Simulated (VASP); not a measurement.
A run of VASP 6.6.1 is set up as follows.

Contents of INCAR:

```
PREC = Accurate
ENCUT = 600
EDIFF = 1E-6
ISMEAR = -1
SIGMA = 0.01
LREAL = F
LASPH = T
NELM = 120
ALGO = Normal
ISIF = 2
LWAVE = F
LCHARG = F
GGA = PS
NBANDS = 18
GGA_COMPAT = F
```

Contents of KPOINTS:

```
Automatic mesh
0
Gamma
  8 8 8
```

The input POSCAR:

```
HfO2
1.0
    0.0000000000      2.5575000000      2.5575000000
    2.5575000000      0.0000000000      2.5575000000
    2.5575000000      2.5575000000      0.0000000000
Hf O
1 2
Direct
    0.0000000000      0.0000000000      0.0000000000
    0.7500000000      0.7500000000      0.7500000000
    0.2500000000      0.2500000000      0.2500000000
```

Potentials or basis: VASP PAW PBE potentials, release 64 (Hf_pv, O).

The run is started by

```bash
$ cat potpaw_PBE.64/Hf_pv/POTCAR potpaw_PBE.64/O/POTCAR > POTCAR
$ mpirun -np 1 vasp_std > vasp.out
```

(1) Predict the band gap on the k mesh.

(2) Predict the pressure.

## Answers

(1) 3.60 eV.

(2) -13.7 GPa.

Caveat: the cell stands under tension; the PAW data sets were made with another functional, which shifts forces and pressure a little; spin-orbit coupling is left out, which moves the levels of the heavy elements.
